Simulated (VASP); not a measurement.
Here is a VASP 6.6.1 calculation.

INCAR

```
SYSTEM = Mg2BeS3
  PREC = Accurate
  ENCUT = 600
  EDIFF = 1E-6
  ISMEAR = 0
  SIGMA = 0.02
  LREAL = .False.
  LASPH = .True.
  NELM = 100
  ALGO = Normal
  ISIF = 4
  LWAVE = .False.
  LCHARG = .False.
  GGA = PE
  IBRION = 2
  NSW = 50
  EDIFFG = -0.01
```

The input KPOINTS:

```
Automatic mesh
0
Gamma
  4 4 4
  0 0 0
```

Contents of POSCAR:

```
Mg2BeS3
1.0
    5.6310073542     -3.2529876659      0.0000000000
    5.6310073542      3.2529876659      0.0000000000
    0.0000000000      0.0000000000      5.9111299648
Mg Be S
4 2 6
Direct
    0.4887455939      0.8344032619      1.0008196663
    0.5112544061      0.1655967381      0.5008196663
    0.1655967381      0.5112544061      1.0008196663
    0.8344032619      0.4887455939      0.5008196663
    0.1565866345      0.8434133655      0.4943428275
    0.8434133655      0.1565866345      0.9943428275
    0.1667191903      0.5337924253      0.5956371940
    0.4662075747      0.8332808097      0.5956371940
    0.8704635246      0.1295364754      0.6447434523
    0.8332808097      0.4662075747      0.0956371940
    0.5337924253      0.1667191903      0.0956371940
    0.1295364754      0.8704635246      0.1447434523
```

Potentials or basis: VASP PAW PBE potentials, release 64 (Mg, Be, S).

The run is started by

```console
$ cat potpaw_PBE.64/Mg/POTCAR potpaw_PBE.64/Be/POTCAR potpaw_PBE.64/S/POTCAR > POTCAR
$ mpirun -np 1 vasp_std > vasp.out
```

(1) What does it give for the band gap on the k mesh?

## Answers

(1) 4.07 eV (least direct gap 4.17 eV).
